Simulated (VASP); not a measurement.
Wanted: the native input for a VASP 6.6.1 run.

| Property | Result |
| --- | --- |
| Task | relaxation of cell and atoms |
| Functional | PBE |
| Potentials or basis | VASP PAW PBE potentials, release 64 (Sn_d, Te) |
| Cutoff | 600 eV |
| k mesh | 12 × 12 × 12 |
| Occupations | fermi-dirac, width 0.1 eV |
| Spin | no spin polarisation |
| Target pressure | 17 GPa |
| Dipole correction | no |
| Further INCAR settings | ALGO = Normal; EDIFF = 1e-06; IBRION = 2; EDIFFG = -0.005; NSW = 60; ISIF = 3 |

The structure of SnTe (zincblende type) lies in POSCAR:

```
SnTe
1.0
    0.0000000000      3.0604836510      3.0604836510
    3.0604836510      0.0000000000      3.0604836510
    3.0604836510      3.0604836510      0.0000000000
Sn Te
1 1
Direct
    0.0000000000      0.0000000000      0.0000000000
    0.2500000000      0.2500000000      0.2500000000
```

These files were run (other wordings do the same):

INCAR

```
SYSTEM = SnTe
ALGO = Normal ; EDIFF = 1E-6
EDIFFG = -0.005 ; ENCUT = 600
GGA = PE ; IBRION = 2
ISIF = 3 ; ISMEAR = -1
LASPH = .True. ; LCHARG = .False.
LREAL = .False. ; LWAVE = .False.
NELM = 60 ; NSW = 60
PREC = Accurate ; PSTRESS = 170.0
SIGMA = 0.1
```

KPOINTS

```
k-points
0
Gamma
  12 12 12
  0 0 0
```

Potentials or basis: VASP PAW PBE potentials, release 64 (Sn_d, Te).

Command:

```console
$ cat potpaw_PBE.64/Sn_d/POTCAR potpaw_PBE.64/Te/POTCAR > POTCAR
$ mpirun -np 1 vasp_std > vasp.out
```

Results of the run:

The relaxed volume is 32.58 Å³/atom. The relaxed cell is a = 4.517 Å, b = 4.517 Å, c = 4.517 Å, α = 60.00°, β = 60.00°, γ = 60.00° and the space group after relaxing (to 0.1 Å) is F-43m (No. 216). The energy change on relaxing (the run minimises the enthalpy) is -557.2 meV/atom. The ionic steps are 16. The pressure after relaxing is 17.0 GPa and the band gap on the k mesh is zero (bands 10 and 11 overlap by 1.42 eV).

Caveat: the cell is relaxed towards a set pressure, so the run minimises the enthalpy, not the energy; spin-orbit coupling is left out, which moves the levels of the heavy elements.

Run time: 4.7 min on 1 thread of AMD EPYC 9R45 96-Core Processor (Zen 5), on a shared host, peak memory 0.24 GiB.
